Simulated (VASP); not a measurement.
Here is a VASP 6.6.1 calculation.

File INCAR:

```
SYSTEM = Si2AgIr2C
PREC = Accurate ; ENCUT = 600
EDIFF = 1E-6 ; ISMEAR = -1
SIGMA = 0.0273 ; LREAL = .False.
LASPH = .True. ; NELM = 120
ALGO = Normal ; ISIF = 2
LWAVE = .False. ; LCHARG = .False.
GGA = PS ; NBANDS = 30
GGA_COMPAT = .False.
```

File KPOINTS:

```
Automatic mesh
0
Gamma
  9 9 9
  0 0 0
```

File POSCAR:

```
Si2AgIr2C
1.0
    0.0000000000      3.9060290000      0.0000000000
    3.9060290000      0.0000000000      0.0000000000
    1.9530150000      1.9530150000     -5.2552280000
Ir C Si Ag
2 1 2 1
Direct
    0.7500000000      0.2500000000      0.5000000000
    0.2500000000      0.7500000000      0.5000000000
    0.0000000000      0.0000000000      0.0000000000
    0.1450000000      0.1450000000      0.7100000000
    0.8550000000      0.8550000000      0.2900000000
    0.5000000000      0.5000000000      0.0000000000
```

Potentials or basis: VASP PAW PBE potentials, release 64 (Ir, C, Si, Ag).

The run is started by

```bash
$ cat potpaw_PBE.64/Ir/POTCAR potpaw_PBE.64/C/POTCAR potpaw_PBE.64/Si/POTCAR potpaw_PBE.64/Ag/POTCAR > POTCAR
$ mpirun -np 1 vasp_std > vasp.out
```

Predict the largest force.

6.484 eV/Å.

What does it give for the band gap on the k mesh?

Zero (an odd number of electrons rules out a gap without spin polarisation).

Forces in eV/Å, atoms in the order of the input:
```
Ir   0.000  0.000  0.000
Ir   0.000  0.000  0.000
C    0.000  0.000  0.000
Si   0.000  0.000  6.484
Si   0.000  0.000 -6.484
Ag   0.000  0.000  0.000
```

Caveat: the PAW data sets were made with another functional, which shifts forces and pressure a little; spin-orbit coupling is left out, which moves the levels of the heavy elements; an odd number of electrons without spin polarisation forces a metal; a magnetic or distorted state may lie lower.
